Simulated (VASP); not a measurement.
# Mg (P6_3/mmc) in VASP: notebook

Runs on Mg. Level: RPBE. Tasks: single point.

All numbers are computed with VASP 6.6.1; they aren't measurements. Logs are shortened: lines on timing, memory, paths and dates and some standing lists are left out, and cuts for length are marked.

### Step 1. The cell of the first run

It takes space group P6_3/mmc (No. 194, hexagonal). Conventional cell: a = 3.188 Å, b = 3.188 Å, c = 10.370 Å, α = 90.00°, β = 90.00°, γ = 120.00°. Within 4.2 Å of Mg (site symmetry -3m) lie 12 Mg at 3.18 to 3.19 Å. Within 4.2 Å of Mg (site symmetry -6m2) lie 12 Mg at 3.18 to 3.19 Å.

### Step 2. Single point, RPBE (22.82 Å³/atom)

Contents of INCAR:

```
SYSTEM = Mg
PREC     = Accurate       ! precision mode
ENCUT    = 520            ! plane-wave cutoff, eV
EDIFF    = 1E-6           ! SCF threshold, eV
ISMEAR   = -1             ! smearing method
SIGMA    = 0.1            ! smearing width, eV
LREAL    = .False.        ! projectors in reciprocal space
LASPH    = .True.         ! aspherical terms in the spheres
NELM     = 100            ! most SCF steps
ALGO     = Normal         ! electronic algorithm
ISIF     = 2              ! what is computed and relaxed
LWAVE    = .False.        ! write WAVECAR
LCHARG   = .True.         ! write CHGCAR
GGA      = RP             ! functional
LELF     = .True.         ! ELF
LVHAR    = .True.       
NBANDS   = 12             ! bands
```

Contents of KPOINTS:

```
regular mesh
0
Gamma
  13 13 4
  0 0 0
```

Contents of POSCAR:

```
Mg
1.0
    3.1878710842      0.0000000000      0.0000000000
   -1.5939355421      2.7607773429      0.0000000000
    0.0000000000      0.0000000000     10.3703094636
Mg
4
Direct
    0.0000000000      1.0000000000      1.0000000000
    0.0000000000      0.0000000000      0.5000000000
    0.3333333333      0.6666666667      0.2500000000
    0.6666666667      0.3333333333      0.7500000000
```

Potentials or basis: VASP PAW PBE potentials, release 64 (Mg).

Run with:

```
$ cat potpaw_PBE.64/Mg/POTCAR > POTCAR
$ mpirun -np 1 vasp_std > vasp.out
```

OUTCAR:

```text
SYSTEM = Mg
   PREC = Accurate
   ENCUT = 520
   EDIFF = 1E-6
   ISMEAR = -1
   LREAL = .False.
   LASPH = .True.
   NELM = 100
   ISIF = 2
   GGA = RP

 ion  position               nearest neighbor table
   1  0.000  0.000  0.000-   3 3.18   4 3.18   3 3.18   4 3.18   4 3.18   3 3.18
   2  0.000  0.000  0.500-   3 3.18   4 3.18   3 3.18   4 3.18   4 3.18   3 3.18
   3  0.333  0.667  0.250-   1 3.18   2 3.18   1 3.18   2 3.18   1 3.18   2 3.18
   4  0.667  0.333  0.750-   1 3.18   2 3.18   1 3.18   2 3.18   1 3.18   2 3.18

  LATTYP: Found a hexagonal cell.
 ALAT       =     3.1878710842
 C/A-ratio  =     3.2530517043

  Lattice vectors:

 A1 = (   3.1878710842,   0.0000000000,   0.0000000000)
 A2 = (  -1.5939355421,   2.7607773429,   0.0000000000)
 A3 = (   0.0000000000,   0.0000000000,  10.3703094636)

Analysis of symmetry for initial positions (statically):
=====================================================================
 Subroutine PRICEL returns:
 Original cell was already a primitive cell.

 Routine SETGRP: Setting up the symmetry group for a
 hexagonal supercell.

 Subroutine GETGRP returns: Found 24 space group operations
 (whereof 12 operations were pure point group operations)
 out of a pool of 24 trial point group operations.

The static configuration has the point symmetry D_3d.
 The point group associated with its full space group is D_6h.

Analysis of symmetry for dynamics (positions and initial velocities):
=====================================================================
 Subroutine PRICEL returns:
 Original cell was already a primitive cell.

 Routine SETGRP: Setting up the symmetry group for a
 hexagonal supercell.

 Subroutine GETGRP returns: Found 24 space group operations
 (whereof 12 operations were pure point group operations)
 out of a pool of 24 trial point group operations.

The dynamic configuration has the point symmetry D_3d.
 The point group associated with its full space group is D_6h.

 Subroutine INISYM returns: Found 24 space group operations
 (whereof 12 operations are pure point group operations),
 and found     1 'primitive' translations

----------------------------------------------------------------------------------------

                                     Primitive cell

  volume of cell :      91.2691

  direct lattice vectors                    reciprocal lattice vectors
     3.187871084  0.000000000  0.000000000     0.313688971  0.181108412  0.000000000
    -1.593935542  2.760777343  0.000000000     0.000000000  0.362216824  0.000000000
     0.000000000  0.000000000 10.370309464     0.000000000  0.000000000  0.096429138
[... 103 lines left out ...]
   ISMEAR =    -1;   SIGMA  =   0.10  broadening in eV -4-tet -1-fermi 0-gaus
   EFERMI_NEDOS =   21; number of points for ismear=-14 and -15
   IALGO  =     38    algorithm
   IMIX   =      4    mixing-type and parameters
     AMIX     =   0.40;   BMIX     =  1.00
     AMIX_MAG =   1.60;   BMIX_MAG =  1.00
  volume/ion in A,a.u.               =      22.82       153.98
  Fermi-wavevector in a.u.,A,eV,Ry     =   0.727216  1.374239  7.195351  0.528843
  Thomas-Fermi vector in A             =   1.818384
   LORBIT       =      0    0 simple, 1 ext, 2 COOP (PROOUT), +10 PAW based schemes
   GGA     = RP    functional components
   LHFCALC =     F    Hartree Fock is set to
   AEXX    =    0.0000 exact exchange contribution
   IVDW    =     0    specifies the selected vdW correction
   LEPSILON=     F    determine dielectric tensor
   LRPA    =     F    only Hartree local field effects (RPA)
 non-spin polarized calculation
  energy-cutoff  :      520.00
  volume of cell :       91.27
 maximum number of plane-waves:      2481
 NGX is ok and might be reduce to    24
   NGX = 11   NGY = 11   NGZ = 39

 number of electron       8.0000000 magnetization

 Free energy of the ion-electron system (eV)
  ---------------------------------------------------
  ext. energy  EPLUGINS =         0.00000000
  ---------------------------------------------------
  free energy    TOTEN  =        -5.34510282 eV

  energy without entropy =       -5.27733337  energy(sigma->0) =       -5.31121809

 E-fermi :   2.8154     XC(G=0):  -8.4110

 val. band max:        2.8049340878   @ k =   0.4615   0.0000   0.0000
 cond. band min:       2.8347851429   @ k =   0.0769   0.0000   0.2500
 fundamental gap:      0.0298510550
 Fermi energy:         2.8154341888

 k-point     1 :       0.0000    0.0000    0.0000
  band No.  band energies     occupation
      1      -4.1855      2.00000
      2      -2.7927      2.00000
      3      -2.7920      2.00000
      4       1.0432      2.00000
      5       1.5419      1.99999
      6       7.7941      0.00000
      7       7.8030      0.00000
      8      13.8082      0.00000
      9      13.8082      0.00000
     10      13.8957      0.00000
     11      13.8957      0.00000
     12      14.5898      0.00000
[... 331 lines left out ...]
 k-point    24 :       0.1538    0.0000    0.2500
  band No.  band energies     occupation
      1      -3.6308      2.00000
      2      -2.9357      2.00000
      3      -1.5610      2.00000
      4       0.4554      2.00000
      5       3.1572      0.06350
      6       6.3530      0.00000
      7       9.3267      0.00000
      8       9.9650      0.00000
      9      10.2912      0.00000
     10      11.2141      0.00000
     11      11.7849      0.00000
     12      12.3654      0.00000

 [... further k-points ...]

------------------------ aborting loop because EDIFF is reached ----------------------------------------

  FORCE on cell =-STRESS in cart. coord.  units (eV):
  Direction    XX          YY          ZZ          XY          YZ          ZX
  --------------------------------------------------------------------------------------
  -------------------------------------------------------------------------------------
  Total        0.8017061      0.8017061      0.7665380     -0.0000000      0.0000000     -0.0000000
  in kB       14.0734930     14.0734930     13.4561383     -0.0000000      0.0000000     -0.0000000
  external PRESSURE =      13.8677081 kB  Pullay stress =       0.0000000 kB

 VOLUME and BASIS-vectors are now :
 -----------------------------------------------------------------------------
  energy-cutoff  :      520.00
  volume of cell :       91.27
      direct lattice vectors                 reciprocal lattice vectors
     3.187871084  0.000000000  0.000000000     0.313688971  0.181108412  0.000000000
    -1.593935542  2.760777343  0.000000000     0.000000000  0.362216824  0.000000000
     0.000000000  0.000000000 10.370309464     0.000000000  0.000000000  0.096429138

 POSITION                                       TOTAL-FORCE (eV/Angst)
 -----------------------------------------------------------------------------------
      0.00000      0.00000      0.00000        -0.000000      0.000000     -0.000000
      0.00000      0.00000      5.18515         0.000000      0.000000     -0.000000
     -0.00000      1.84052      2.59258         0.000000      0.000000      0.000000
      1.59394      0.92026      7.77773        -0.000000      0.000000     -0.000000
 -----------------------------------------------------------------------------------
    total drift:                                0.000000     -0.000000     -0.000000

  FREE ENERGIE OF THE ION-ELECTRON SYSTEM (eV)
  ---------------------------------------------------
  free  energy   TOTEN  =        -5.3451028187 eV

  energy  without entropy=       -5.2773333678  energy(sigma->0) =       -5.31121809
```

OSZICAR:

```text
N       E                     dE             d eps       ncg     rms          rms(c)
DAV:   1     0.450980004696E+01    0.45098E+01   -0.25785E+03  1512   0.476E+02
DAV:   2    -0.505376980455E+01   -0.95636E+01   -0.90459E+01  1880   0.557E+01
DAV:   3    -0.535869205233E+01   -0.30492E+00   -0.30162E+00  2088   0.740E+00
DAV:   4    -0.536042407894E+01   -0.17320E-02   -0.17315E-02  1804   0.617E-01
DAV:   5    -0.536044155169E+01   -0.17473E-04   -0.17473E-04  1960   0.657E-02    0.141E+00
DAV:   6    -0.535681998690E+01    0.36216E-02   -0.17247E-03  1744   0.377E-01    0.909E-01
DAV:   7    -0.534508516636E+01    0.11735E-01   -0.58259E-03  1680   0.621E-01    0.479E-02
DAV:   8    -0.534511176343E+01   -0.26597E-04   -0.48571E-05  1984   0.393E-02    0.135E-02
DAV:   9    -0.534510292754E+01    0.88359E-05   -0.42348E-06  1804   0.124E-02    0.102E-03
DAV:  10    -0.534510281866E+01    0.10888E-06   -0.23941E-07  1156   0.174E-03
   1 F= -.53451028E+01 E0= -.53112181E+01  d E =-.677695E-01
```

Run time: 29 s. Hardware: 1 thread of AMD EPYC 9R45 (Zen 5), shared host; peak memory 0.2 GiB.

Results:

| Property | Result |
| --- | --- |
| Free energy | -5.3451 eV |
| Pressure | 1.4 GPa |
| Band gap on the k mesh | zero (bands 4 and 5 overlap by 2.39 eV) |

Caveat: the PAW data sets were made with another functional, which shifts forces and pressure a little.

### Step 3. Single point, RPBE (23.77 Å³/atom)

This run uses another cell than the first one, of 23.77 Å³/atom.

Contents of INCAR:

```
SYSTEM = Mg
ALGO = Normal ; EDIFF = 1E-6
ENCUT = 520 ; GGA = RP
ISIF = 2 ; ISMEAR = -1
LASPH = .TRUE. ; LCHARG = .FALSE.
LREAL = .FALSE. ; LWAVE = .FALSE.
NBANDS = 12 ; NELM = 60
PREC = Accurate ; SIGMA = 0.1
```

Contents of KPOINTS:

```
k-points
0
G
  13 13 4
  0 0 0
```

Contents of POSCAR:

```
Mg
1.0
    3.2315459783      0.0000000000      0.0000000000
   -1.6157729891      2.7986009107      0.0000000000
    0.0000000000      0.0000000000     10.5123861524
Mg
4
Direct
    0.0000000000      1.0000000000      1.0000000000
    0.0000000000      0.0000000000      0.5000000000
    0.3333333333      0.6666666667      0.2500000000
    0.6666666667      0.3333333333      0.7500000000
```

Potentials or basis: VASP PAW PBE potentials, release 64 (Mg).

Run with:

```
$ cat potpaw_PBE.64/Mg/POTCAR > POTCAR
$ mpirun -np 1 vasp_std > vasp.out
```

It took 26 s on 1 thread of AMD EPYC 9R45 (Zen 5), shared host; peak memory 0.2 GiB.

The run converged. Its results:

* Free energy: -5.3598 eV
* Pressure: -0.1 GPa
* Band gap on the k mesh: zero (bands 4 and 5 overlap by 2.39 eV)

Levels at points of the mesh, in eV from the Fermi level:
```
           k point  band 1  band 2  band 3  band 4  band 5  band 6  band 7  band 8
(0.00, 0.00, 0.00)   -6.82   -5.47   -5.47   -1.70   -1.27    4.86    4.87   10.75
(0.00, 0.00, 0.50)   -6.48   -6.48   -3.80   -3.80    1.42    1.42    8.77    8.77
```

Caveat: the PAW data sets were made with another functional, which shifts forces and pressure a little.

### Step 4. Single point, RPBE (24.72 Å³/atom)

This run uses another cell than the first one, of 24.72 Å³/atom.

Contents of INCAR:

```
PREC = Accurate
ENCUT = 520
EDIFF = 1E-6
ISMEAR = -1
SIGMA = 0.1
LREAL = F
LASPH = T
NELM = 60
ALGO = Normal
ISIF = 2
LWAVE = F
LCHARG = F
GGA = RP
NBANDS = 12
```

Contents of KPOINTS:

```
regular mesh
0
Gamma
  13 13 4
```

Contents of POSCAR:

```
Mg
1.0
    3.2740711968      0.0000000000      0.0000000000
   -1.6370355984      2.8354288302      0.0000000000
    0.0000000000      0.0000000000     10.6507228869
Mg
4
Direct
    0.0000000000      1.0000000000      1.0000000000
    0.0000000000      0.0000000000      0.5000000000
    0.3333333333      0.6666666667      0.2500000000
    0.6666666667      0.3333333333      0.7500000000
```

Run with:

```
$ cat potpaw_PBE.64/Mg/POTCAR > POTCAR
$ mpirun -np 1 vasp_std > vasp.out
```

Wall time 27 s (1 thread of AMD EPYC 9R45 (Zen 5), shared host); peak memory 0.2 GiB.

It converged, with:

```
Free energy            : -5.3424 eV
Pressure               : -1.3 GPa
Band gap on the k mesh : zero (bands 4 and 5 overlap by 2.38 eV)
```

Levels at points of the mesh, in eV from the Fermi level:
```csv
k point,band 1,band 2,band 3,band 4,band 5,band 6,band 7,band 8,band 9
"(0.00, 0.00, 0.00)",-6.66,-5.34,-5.34,-1.64,-1.27,4.75,4.75,10.51,10.51
"(0.00, 0.00, 0.50)",-6.33,-6.33,-3.71,-3.71,1.38,1.38,8.57,8.57,10.71
```

Caveat: the PAW data sets were made with another functional, which shifts forces and pressure a little.

### Step 5. Single point, RPBE (25.67 Å³/atom)

This run uses another cell than the first one, of 25.67 Å³/atom.

Contents of INCAR:

```
PREC     = Accurate       # precision mode
ENCUT    = 520            # plane-wave cutoff, eV
EDIFF    = 1E-6           # SCF threshold, eV
ISMEAR   = -1             # smearing method
SIGMA    = 0.1            # smearing width, eV
LREAL    = False          # projectors in reciprocal space
LASPH    = True           # aspherical terms in the spheres
NELM     = 60             # most SCF steps
ALGO     = Normal         # electronic algorithm
ISIF     = 2              # what is computed and relaxed
LWAVE    = False          # write WAVECAR
LCHARG   = True           # write CHGCAR
GGA      = RP             # functional
LELF     = True           # ELF
LVHAR    = True         
NBANDS   = 12             # bands
```

Contents of KPOINTS:

```
Automatic mesh
0
Gamma
  13 13 4
```

Contents of POSCAR:

```
Mg
1.0
    3.3155195361      0.0000000000      0.0000000000
   -1.6577597680      2.8713241450      0.0000000000
    0.0000000000      0.0000000000     10.7855564777
Mg
4
Direct
    0.0000000000      1.0000000000      1.0000000000
    0.0000000000      0.0000000000      0.5000000000
    0.3333333333      0.6666666667      0.2500000000
    0.6666666667      0.3333333333      0.7500000000
```

Run with:

```
$ cat potpaw_PBE.64/Mg/POTCAR > POTCAR
$ mpirun -np 1 vasp_std > vasp.out
```

Run time: 39 s. Hardware: 1 thread of AMD EPYC 9R45 (Zen 5), shared host; peak memory 0.23 GiB.

Results (log left out):

* Free energy: -5.2987 eV
* Pressure: -2.3 GPa
* Band gap on the k mesh: zero (bands 4 and 5 overlap by 2.37 eV)

Levels at points of the mesh, in eV from the Fermi level:
```tsv
k point	band 2	band 3	band 4	band 5	band 6	band 7
(0.00, 0.00, 0.00)	-5.21	-5.21	-1.57	-1.28	4.64	4.65
(0.00, 0.00, 0.50)	-6.18	-3.62	-3.62	1.35	1.35	8.39
```

Caveat: the PAW data sets were made with another functional, which shifts forces and pressure a little.

(Part 1 of 2 ends here.)
